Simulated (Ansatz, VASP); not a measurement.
**Two plane-wave programs on Re**

Contents of INCAR:

```
SYSTEM = Re
  ALGO = Normal
  EDIFF = 1E-6
  ENCUT = 560
  GGA = CA
  GGA_COMPAT = .FALSE.
  ISIF = 2
  ISMEAR = -1
  LASPH = .TRUE.
  LCHARG = .TRUE.
  LELF = .TRUE.
  LREAL = .FALSE.
  LVHAR = .TRUE.
  LWAVE = .FALSE.
  NBANDS = 38
  NELM = 120
  PREC = Accurate
  SIGMA = 0.05
```

File KPOINTS:

```
k-points
0
G
  11 11 3
  0 0 0
```

Contents of POSCAR:

```
Re
1.0
    2.7663873939      0.0000000000      0.0000000000
   -1.3831936969      2.3957617598      0.0000000000
    0.0000000000      0.0000000000      8.9388451600
Re
4
Direct
    0.6666666667      0.3333333333      0.7500000000
    0.0000000000      0.0000000000      0.5000000000
    0.3333333333      0.6666666667      0.2500000000
    0.0000000000      0.0000000000      0.0000000000
```

input.yaml

```yaml
crystal:
  lattice:
    - [2.7663873939, 0.0, 0.0]
    - [-1.3831936969, 2.3957617598, 0.0]
    - [0.0, 0.0, 8.93884516]
  atoms:
    - { symbol: Re, position: [0.6666666667, 0.3333333333, 0.75] }
    - { symbol: Re, position: [0.0, 0.0, 0.5] }
    - { symbol: Re, position: [0.3333333333, 0.6666666667, 0.25] }
    - { symbol: Re, position: [0.0, 0.0, 0.0] }
hamiltonian:
  xc: lda
  pseudopotentials: { kind: paw }
kpoints:
  mp_grid: { grid: [11, 11, 3] }
  band_path:
    path:
      - [[0.0, 0.0, 0.0], [0.5, 0.0, 0.0], [0.3333333333, 0.3333333333, 0.0], [0.0, 0.0, 0.0], [0.0, 0.0, 0.5], [0.5, 0.0, 0.5], [0.3333333333, 0.3333333333, 0.5], [0.0, 0.0, 0.5]]
      - [[0.5, 0.0, 0.5], [0.5, 0.0, 0.0]]
      - [[0.3333333333, 0.3333333333, 0.0], [0.3333333333, 0.3333333333, 0.5]]
    npoints: 14
scf:
  occupations: { method: fermi_dirac, width: 0.05 }
  n_extra_bands: 10
output:
  forces: true
  stress: true
  eigenvalues: true
  fatbands: true
```

Alike in both runs: functional LDA; k mesh 11 × 11 × 3; occupations fermi-dirac, width 0.05 eV; no spin polarisation.

|  | VASP | Ansatz |
| --- | --- | --- |
| version | VASP 6.6.1 | Ansatz 0.2.0 |
| potentials or method | VASP PAW LDA potentials, release 64 (Re_sv_GW) | Ansatz PAW |
| plane-wave cutoff (eV) | 560 | 420 |
| valence electrons in the cell | 60 | 60 |
| task | single point | band structure |

VASP gave:

```
gap on the k mesh at the Fermi level (eV)                     : none
pressure (GPa)                                                : -12.6
traceless stress, the component that is largest in VASP (GPa) : -0.19
```

**Question.** What did Ansatz give for the same quantities?

**Answer.** gap on the k mesh at the Fermi level (eV): none; pressure (GPa): -12.5; traceless stress, the component that is largest in VASP (GPa): -0.10.

LDA's correlation is that of Perdew and Zunger in VASP and of Perdew and Wang (1992) in Ansatz. A gap of «none» marks a metal or a gap that the smearing closes.

Neither program's run includes spin-orbit coupling.
